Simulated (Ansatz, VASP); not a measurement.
Two plane-wave programs on NaCl

```xyz
2
Lattice="3.9739 0.0000 0.0000 1.9870 3.4415 0.0000 1.9870 1.1472 3.2447" Properties=species:S:1:pos:R:3 pbc="T T T"
Na    0.0000    0.0000    0.0000
Cl    3.9739    2.2944    1.6224
```

Alike in both runs: task single point; functional PBE; k mesh 6 × 6 × 6; no spin polarisation.

|  | VASP | Ansatz |
| --- | --- | --- |
| version | VASP 6.6.1 | Ansatz 0.2.0 |
| potentials or method | VASP PAW PBE potentials, release 64 (Na_pv, Cl) | plane waves, PAW |
| plane-wave cutoff (eV) | 500 | 420 |
| occupations | gaussian, width 0.01 eV | fixed |
| valence electrons in the cell | 14 | 16 |

|  | VASP | Ansatz | Ansatz less VASP |
| --- | --- | --- | --- |
| gap on the k mesh at the Fermi level (eV) | 5.15 | 5.15 | +0.001 |

VASP's potentials hold 14 valence electrons a cell and Ansatz's 16, so a difference there can come from the potentials and not from the codes.
